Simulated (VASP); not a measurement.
# GdN (Fm-3m) in VASP: notebook

GdN is run at these levels: PBE; tasks: single point.

Everything below comes from runs of VASP 6.6.1. Logs are shortened: lines on timing, memory, paths and dates and some standing lists are left out, and cuts for length are marked.

### 1 The cell of the first run

Symmetry: Fm-3m, No. 225, cubic system. Conventional cell: a = 4.985 Å, b = 4.985 Å, c = 4.985 Å, α = 90.00°, β = 90.00°, γ = 90.00°. Within 3.3 Å of Gd (site symmetry m-3m) lie 6 N at 2.49 Å. N (site symmetry m-3m) has 6 Gd at 2.49 Å within 3.3 Å.

### 2 Single point, PBE

INCAR

```
ALGO = All
EDIFF = 1E-6
ENCUT = 800
GGA = PE
GGA_COMPAT = False
ISEARCH = 1
ISIF = 2
ISMEAR = 0
KPAR = 4
LASPH = True
LCHARG = False
LMAXMIX = 6
LREAL = False
LWAVE = False
NBANDS = 18
NELM = 300
PREC = Accurate
SIGMA = 0.05
```

KPOINTS

```
k-points
0
Gamma
  12 12 12
```

POSCAR

```
GdN
1.0
    0.0000000000      2.4922853439      2.4922853439
    2.4922853439      0.0000000000      2.4922853439
    2.4922853439      2.4922853439      0.0000000000
Gd N
1 1
Direct
    0.0000000000      0.0000000000      0.0000000000
    0.5000000000      0.5000000000      0.5000000000
```

Potentials or basis: VASP PAW PBE potentials, release 64 (Gd, N).

The run is started by

```
> cat potpaw_PBE.64/Gd/POTCAR potpaw_PBE.64/N/POTCAR > POTCAR
> mpirun -np 4 vasp_std > vasp.out
```

OUTCAR:

```text
EDIFF = 1E-6
   ENCUT = 800
   GGA = PE
   ISIF = 2
   ISMEAR = 0
   LASPH = True
   LREAL = False
   NELM = 300
   PREC = Accurate

 ion  position               nearest neighbor table
   1  0.000  0.000  0.000-   2 2.49   2 2.49   2 2.49   2 2.49   2 2.49   2 2.49
   2  0.500  0.500  0.500-   1 2.49   1 2.49   1 2.49   1 2.49   1 2.49   1 2.49

  LATTYP: Found a face centered cubic cell.
 ALAT       =     4.9845706878

  Lattice vectors:

 A1 = (   0.0000000000,   2.4922853439,   2.4922853439)
 A2 = (   2.4922853439,   0.0000000000,   2.4922853439)
 A3 = (   2.4922853439,   2.4922853439,   0.0000000000)

Analysis of symmetry for initial positions (statically):
=====================================================================
 Subroutine PRICEL returns:
 Original cell was already a primitive cell.

 Routine SETGRP: Setting up the symmetry group for a
 face centered cubic supercell.

 Subroutine GETGRP returns: Found 48 space group operations
 (whereof 48 operations were pure point group operations)
 out of a pool of 48 trial point group operations.

The static configuration has the point symmetry O_h .

Analysis of symmetry for dynamics (positions and initial velocities):
=====================================================================
 Subroutine PRICEL returns:
 Original cell was already a primitive cell.

 Routine SETGRP: Setting up the symmetry group for a
 face centered cubic supercell.

 Subroutine GETGRP returns: Found 48 space group operations
 (whereof 48 operations were pure point group operations)
 out of a pool of 48 trial point group operations.

The dynamic configuration has the point symmetry O_h .

 Subroutine INISYM returns: Found 48 space group operations
 (whereof 48 operations are pure point group operations),
 and found     1 'primitive' translations

----------------------------------------------------------------------------------------

                                     Primitive cell

  volume of cell :      30.9616

  direct lattice vectors                    reciprocal lattice vectors
     0.000000000  2.492285344  2.492285344    -0.200619083  0.200619083  0.200619083
     2.492285344  0.000000000  2.492285344     0.200619083 -0.200619083  0.200619083
     2.492285344  2.492285344  0.000000000     0.200619083  0.200619083 -0.200619083

  length of vectors
     3.524623735  3.524623735  3.524623735     0.347482445  0.347482445  0.347482445

  position of ions in fractional coordinates (direct lattice)
     0.000000000  0.000000000  0.000000000
     0.500000000  0.500000000  0.500000000

  ion indices of the primitive-cell ions
   primitive index   ion index
                 1           1
                 2           2

----------------------------------------------------------------------------------------

 KPOINTS: k-points

Automatic generation of k-mesh.
 Grid dimensions read from file:
 generate k-points for:   12   12   12

 Generating k-lattice:

  Cartesian coordinates                     Fractional coordinates (reciprocal lattice)
    -0.016718257  0.016718257  0.016718257     0.083333333  0.000000000  0.000000000
     0.016718257 -0.016718257  0.016718257     0.000000000  0.083333333  0.000000000
     0.016718257  0.016718257 -0.016718257     0.000000000  0.000000000  0.083333333

  Length of vectors
     0.028956870  0.028956870  0.028956870

  Shift w.r.t. Gamma in fractional coordinates (k-lattice)
     0.000000000  0.000000000  0.000000000

 Subroutine IBZKPT returns following result:
 ===========================================

 Found     72 irreducible k-points:

 Following reciprocal coordinates:
            Coordinates               Weight
  0.000000  0.000000  0.000000      1.000000
  0.083333  0.000000  0.000000      8.000000
  0.166667  0.000000  0.000000      8.000000
  0.250000  0.000000  0.000000      8.000000
  0.333333  0.000000  0.000000      8.000000
  0.416667  0.000000  0.000000      8.000000
[... 16 lines left out ...]
  0.500000  0.166667  0.000000     24.000000
 -0.416667  0.166667  0.000000     24.000000
 [... further k-points ...]
   k-points           NKPTS =     72   k-points in BZ     NKDIM =     72   number of bands    NBANDS=     18
   number of dos      NEDOS =    301   number of ions     NIONS =      2
   total plane-waves  NPLWV =  46656
   dimension x,y,z NGX =    36 NGY =   36 NGZ =   36
   dimension x,y,z NGXF=    72 NGYF=   72 NGZF=   72
   ions per type =               1   1
   NGX,Y,Z   is equivalent  to a cutoff of  16.98, 16.98, 16.98 a.u.
   NGXF,Y,Z  is equivalent  to a cutoff of  33.96, 33.96, 33.96 a.u.
 SYSTEM =  unknown system
   PREC   = accura    normal or accurate (medium, high low for compatibility)
   ISTART =      0    job   : 0-new  1-cont  2-samecut
   ICHARG =      2    charge: 1-file 2-atom 10-const
   ISPIN  =      1    spin polarized calculation?
   LNONCOLLINEAR =      F non collinear calculations
   LSORBIT =      F    spin-orbit coupling
   LASPH  =      T    aspherical Exc in radial PAW
   ENCUT  =  800.0 eV  58.80 Ry    7.67 a.u.   8.13  8.13  8.13*2*pi/ulx,y,z
   NELM   =    300;   NELMIN=  2; NELMDL= -5     # of ELM steps
   EDIFF  = 0.1E-05   stopping-criterion for ELM
   LREAL  =      F    real-space projection
   EDIFFG = 0.1E-04   stopping-criterion for IOM
   NSW    =      0    number of steps for IOM
   IBRION =     -1    ionic relax: 0-MD 1-quasi-New 2-CG
   NFREE  =      0    steps in history (QN), initial steepest desc. (CG)
   ISIF   =      2    stress and relaxation
   ISYM   =      2    0-nonsym 1-usesym 2-fastsym
   POTIM  = 0.5000    time-step for ionic-motion
   TEBEG  =    0.0;   TEEND  =   0.0 temperature during run
   PSTRESS=    0.0 pullay stress
   NELECT =      23.0000    total number of electrons
   NUPDOWN=      -1.0000    fix difference up-down
   EMIN   =  10.00;   EMAX   =-10.00  energy-range for DOS
   EFERMI =   0.00;   METHOD = LEGACY
   ISMEAR =     0;   SIGMA  =   0.05  broadening in eV -4-tet -1-fermi 0-gaus
   EFERMI_NEDOS =   21; number of points for ismear=-14 and -15
   IALGO  =     58    algorithm
   IMIX   =      4    mixing-type and parameters
     AMIX     =   0.40;   BMIX     =  1.00
     AMIX_MAG =   1.60;   BMIX_MAG =  1.00
  volume/ion in A,a.u.               =      15.48       104.47
  Fermi-wavevector in a.u.,A,eV,Ry     =   1.482665  2.801830 29.909623  2.198295
  Thomas-Fermi vector in A             =   2.596423
   LORBIT       =      0    0 simple, 1 ext, 2 COOP (PROOUT), +10 PAW based schemes
   GGA     = PE    functional components
   LHFCALC =     F    Hartree Fock is set to
   AEXX    =    0.0000 exact exchange contribution
   IVDW    =     0    specifies the selected vdW correction
   LEPSILON=     F    determine dielectric tensor
   LRPA    =     F    only Hartree local field effects (RPA)
 non-spin polarized calculation
 Gauss-broadening in eV      SIGMA  =   0.05
  energy-cutoff  :      800.00
  volume of cell :       30.96
 maximum number of plane-waves:      1639
 NGX is ok and might be reduce to    36
   NGX = 17   NGY = 17   NGZ = 17

 number of electron      23.0000000 magnetization

 Free energy of the ion-electron system (eV)
  ---------------------------------------------------
  ext. energy  EPLUGINS =         0.00000000
  ---------------------------------------------------
  free energy    TOTEN  =       -15.40342168 eV

  energy without entropy =      -15.35495616  energy(sigma->0) =      -15.37918892

 E-fermi :   3.6164     XC(G=0): -11.6235

 val. band max:        3.6058588341   @ k =  -0.4167   0.4167   0.0833
 cond. band min:       3.6068908743   @ k =  -0.3333   0.2500   0.0833
 fundamental gap:      0.0010320403
 Fermi energy:         3.6163741756

 k-point     1 :       0.0000    0.0000    0.0000
  band No.  band energies     occupation
      1     -37.9392      2.00000
      2     -15.3786      2.00000
      3     -15.3786      2.00000
      4     -15.3786      2.00000
      5      -9.5190      2.00000
      6       2.1885      2.00000
[... 10 lines left out ...]
     17       6.9751      0.00000
     18       7.3175      0.00000

 k-point     2 :       0.0833    0.0000    0.0000
  band No.  band energies     occupation
      1     -37.9320      2.00000
      2     -15.4962      2.00000
      3     -15.3853      2.00000
      4     -15.3853      2.00000
      5      -9.3782      2.00000
      6       2.0032      2.00000
[... 10 lines left out ...]
     17       7.1720      0.00000
     18       7.6524      0.00000

 k-point     3 :       0.1667    0.0000    0.0000
  band No.  band energies     occupation
      1     -37.9122      2.00000
      2     -15.7941      2.00000
      3     -15.4036      2.00000
      4     -15.4036      2.00000
      5      -9.0147      2.00000
      6       1.4847      2.00000
[... 10 lines left out ...]
     17       7.6995      0.00000
     18       8.4422      0.00000

 k-point     4 :       0.2500    0.0000    0.0000
  band No.  band energies     occupation
      1     -37.8852      2.00000
      2     -16.1589      2.00000
      3     -15.4284      2.00000
      4     -15.4284      2.00000
      5      -8.5548      2.00000
      6       0.7908      2.00000
[... 10 lines left out ...]
     17       8.4655      0.00000
     18       8.6105      0.00000

 k-point     5 :       0.3333    0.0000    0.0000
  band No.  band energies     occupation
      1     -37.8579      2.00000
      2     -16.4878      2.00000
      3     -15.4529      2.00000
      4     -15.4529      2.00000
      5      -8.1216      2.00000
      6       0.1328      2.00000
[... 10 lines left out ...]
     17       9.3397      0.00000
     18       9.9774      0.00000

 k-point     6 :       0.4167    0.0000    0.0000
  band No.  band energies     occupation
      1     -37.8378      2.00000
      2     -16.7110      2.00000
      3     -15.4707      2.00000
      4     -15.4707      2.00000
      5      -7.8139      2.00000
      6      -0.3289      2.00000
[... 10 lines left out ...]
     17      10.1090      0.00000
     18      10.4499      0.00000

 k-point     7 :       0.5000    0.0000    0.0000
  band No.  band energies     occupation
      1     -37.8304      2.00000
      2     -16.7895      2.00000
      3     -15.4772      2.00000
      4     -15.4772      2.00000
      5      -7.7021      2.00000
      6      -0.4948      2.00000
[... 10 lines left out ...]
     17      10.4333      0.00000
     18      10.8145      0.00000

 k-point     8 :       0.0833    0.0833    0.0000
  band No.  band energies     occupation
      1     -37.9296      2.00000
      2     -15.4963      2.00000
      3     -15.4058      2.00000
      4     -15.4058      2.00000
      5      -9.3401      2.00000
      6       1.8186      2.00000
[... 10 lines left out ...]
     17       7.4539      0.00000
     18       7.7080      0.00000
[... 229 lines left out ...]
     17       8.3153      0.00000
     18       8.6577      0.00000

 k-point    20 :       0.2500    0.1667    0.0000
  band No.  band energies     occupation
      1     -37.8831      2.00000
      2     -15.9863      2.00000
      3     -15.5230      2.00000
      4     -15.5112      2.00000
      5      -8.7568      2.00000
      6       0.7973      2.00000
[... 10 lines left out ...]
     17       8.9457      0.00000
     18       9.2804      0.00000

 k-point    21 :       0.3333    0.1667    0.0000
  band No.  band energies     occupation
      1     -37.8584      2.00000
      2     -16.2546      2.00000
      3     -15.5543      2.00000
      4     -15.5493      2.00000
      5      -8.4978      2.00000
      6       0.5799      2.00000
[... 10 lines left out ...]
     17       9.8318      0.00000
     18      10.0070      0.00000

 k-point    22 :       0.4167    0.1667    0.0000
  band No.  band energies     occupation
      1     -37.8359      2.00000
      2     -16.4815      2.00000
      3     -15.6050      2.00000
      4     -15.5656      2.00000
      5      -8.2601      2.00000
      6       0.3858      2.00000
[... 10 lines left out ...]
     17      10.1614      0.00000
     18      11.1415      0.00000

 k-point    23 :       0.5000    0.1667    0.0000
  band No.  band energies     occupation
      1     -37.8218      2.00000
      2     -16.6157      2.00000
      3     -15.6644      2.00000
      4     -15.5541      2.00000
      5      -8.0889      2.00000
      6       0.1808      2.00000
[... 10 lines left out ...]
     17       9.7757      0.00000
     18      11.0496      0.00000

 k-point    24 :      -0.4167    0.1667    0.0000
  band No.  band energies     occupation
      1     -37.8200      2.00000
      2     -16.6342      2.00000
      3     -15.7079      2.00000
      4     -15.5226      2.00000
      5      -8.0179      2.00000
      6       0.0454      2.00000
[... 10 lines left out ...]
     17       9.1073      0.00000
     18      10.3862      0.00000

 [... further k-points ...]

------------------------ aborting loop because EDIFF is reached ----------------------------------------

  FORCE on cell =-STRESS in cart. coord.  units (eV):
  Direction    XX          YY          ZZ          XY          YZ          ZX
  --------------------------------------------------------------------------------------
  -------------------------------------------------------------------------------------
  Total       -1.6671629     -1.6671629     -1.6671629     -0.0000000      0.0000000      0.0000000
  in kB      -86.2711014    -86.2711014    -86.2711014     -0.0000000      0.0000000      0.0000000
  external PRESSURE =     -86.2711014 kB  Pullay stress =       0.0000000 kB

 VOLUME and BASIS-vectors are now :
 -----------------------------------------------------------------------------
  energy-cutoff  :      800.00
  volume of cell :       30.96
      direct lattice vectors                 reciprocal lattice vectors
     0.000000000  2.492285344  2.492285344    -0.200619083  0.200619083  0.200619083
     2.492285344  0.000000000  2.492285344     0.200619083 -0.200619083  0.200619083
     2.492285344  2.492285344  0.000000000     0.200619083  0.200619083 -0.200619083

 POSITION                                       TOTAL-FORCE (eV/Angst)
 -----------------------------------------------------------------------------------
      0.00000      0.00000      0.00000         0.000000      0.000000     -0.000000
      2.49229      2.49229      2.49229        -0.000000     -0.000000      0.000000
 -----------------------------------------------------------------------------------
    total drift:                                0.000000      0.000000      0.000000

  FREE ENERGIE OF THE ION-ELECTRON SYSTEM (eV)
  ---------------------------------------------------
  free  energy   TOTEN  =       -15.4034216836 eV

  energy  without entropy=      -15.3549554433  energy(sigma->0) =      -15.37918856
```

It took 3 min on 4 MPI ranks of Intel Xeon Platinum 8259CL at 2.50GHz (Skylake/Cascade Lake), shared host; peak memory 0.34 GiB.

Results:

```yaml
Free_energy: -15.4034 eV
Pressure: -8.6 GPa
Band_gap_on_the_k_mesh: zero (an odd number of electrons rules out a gap without spin polarisation)
```

Levels at points of the mesh, in eV from the Fermi level:
```tsv
k point	band 8	band 9	band 10	band 11	band 12	band 13	band 14	band 15	band 16	band 17
(0.00, 0.00, 0.00)	-1.43	-0.15	0.05	0.05	0.05	1.17	1.17	1.17	3.36	3.36
(0.50, 0.00, 0.00)	-2.49	-0.16	-0.16	-0.11	0.02	0.02	0.06	0.13	5.57	6.82
(0.50, 0.50, 0.00)	-1.28	-0.13	-0.05	-0.04	-0.04	0.14	0.27	0.81	0.81	7.34
```

Caveat: the cell stands under tension; spin-orbit coupling is left out, which moves the levels of the heavy elements; an odd number of electrons without spin polarisation forces a metal; a magnetic or distorted state may lie lower; the run has no spin polarisation, though such a crystal can be magnetic; semilocal functionals describe open f shells poorly, which spoils levels, moments and volumes. With open d or f shells a metallic result of PBE can be an artefact of self-interaction; +U or a hybrid may open a gap.

(Part 1 of 2 ends here.)

The gap in the log of VASP goes by the Fermi energy; the results here count the filled bands.